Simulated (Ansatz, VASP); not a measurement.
# WS2 in VASP and in Ansatz

INCAR

```
SYSTEM = WS2
PREC = Accurate ; ENCUT = 520
EDIFF = 1E-6 ; ISMEAR = 0
SIGMA = 0.05 ; LREAL = .FALSE.
LASPH = .TRUE. ; NELM = 100
ALGO = Normal ; ISIF = 2
LWAVE = .FALSE. ; LCHARG = .TRUE.
GGA = PS ; LELF = .TRUE.
LVHAR = .TRUE. ; NBANDS = 35
```

The input KPOINTS:

```
regular mesh
0
G
  12 12 2
  0 0 0
```

The input POSCAR:

```
WS2
1.0
    3.3346342666      0.0000000000      0.0000000000
   -1.6673171333      2.7244131955      0.0000000000
    0.0000000000      0.0000000000     23.5674572586
W S
2 4
Direct
    0.3333333333      0.6666666667      0.6345758579
    0.6666666667      0.3333333333      0.3654241421
    0.3333333333      0.6666666667      0.2989469828
    0.6666666667      0.3333333333      0.5680493466
    0.3333333333      0.6666666667      0.4319506534
    0.6666666667      0.3333333333      0.7010530172
```

Input for Ansatz:

```yaml
crystal:
  lattice:
    - [3.3346342666, 0.0, 0.0]
    - [-1.6673171333, 2.7244131955, 0.0]
    - [0.0, 0.0, 23.5674572586]
  atoms:
    - { symbol: W, position: [0.3333333333, 0.6666666667, 0.6345758579] }
    - { symbol: W, position: [0.6666666667, 0.3333333333, 0.3654241421] }
    - { symbol: S, position: [0.3333333333, 0.6666666667, 0.2989469828] }
    - { symbol: S, position: [0.6666666667, 0.3333333333, 0.5680493466] }
    - { symbol: S, position: [0.3333333333, 0.6666666667, 0.4319506534] }
    - { symbol: S, position: [0.6666666667, 0.3333333333, 0.7010530172] }
basis:
  ecutwfc: 420
kpoints:
  mp_grid: { grid: [12, 12, 2] }
hamiltonian:
  xc: pbesol
scf:
  occupations: { method: gaussian, width: 0.05 }
output:
  forces: true
  stress: true
  eigenvalues: true
```

Change from the starting cell: strain +0.0600 x Voigt [1, 0, 0, 0, 0, 0], atoms carried along.

Alike in both runs: task single point; functional PBEsol; k mesh 12 × 12 × 2; occupations gaussian, width 0.05 eV; no spin polarisation.

|  | VASP | Ansatz |
| --- | --- | --- |
| version | VASP 6.6.1 | Ansatz 0.2.0 |
| potentials or method | VASP PAW PBE potentials, release 64 (W_sv, S), cutoff 520 eV | scalar-relativistic, plane waves, PAW |
| valence electrons in the cell | 52 | 52 |

```tsv
	VASP	Ansatz	Ansatz less VASP
gap on the k mesh at the Fermi level (eV)	1.20	1.18	-0.015
least direct gap on the mesh (eV)	1.59	1.59	-0.003
rms of the force components (eV/Å)	0.319	0.326	+0.0075
```

VASP's potentials were made for PBE, not for PBEsol. Atom by atom the forces differ by 0.009 eV/Å (rms over components). With one functional, cell and mesh, what is left measures potentials, basis and numerics.

Neither program's run includes spin-orbit coupling.
